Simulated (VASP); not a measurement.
Input of a VASP 6.6.1 run:

File INCAR:

```
SYSTEM = Tl
  ALGO = Fast
  EDIFF = 1E-6
  ENCUT = 520
  GGA = PE
  ISIF = 2
  ISMEAR = -1
  LASPH = .True.
  LCHARG = .False.
  LREAL = .False.
  LWAVE = .False.
  NBANDS = 12
  NELM = 80
  PREC = Accurate
  SIGMA = 0.05
```

Contents of KPOINTS:

```
k-points
0
Gamma
  9 9 9
  0 0 0
```

The input POSCAR:

```
Tl
1.0
    0.0000000000      2.4159936112      2.4159936112
    2.4159936112      0.0000000000      2.4159936112
    2.4159936112      2.4159936112      0.0000000000
Tl
1
Direct
    0.0000000000      0.0000000000      0.0000000000
```

Potentials or basis: VASP PAW PBE potentials, release 64 (Tl_d).

Command:

```bash
$ cat potpaw_PBE.64/Tl_d/POTCAR > POTCAR
$ mpirun -np 1 vasp_std > vasp.out
```

Problem. Predict the pressure.

Solution. 3.6 GPa.
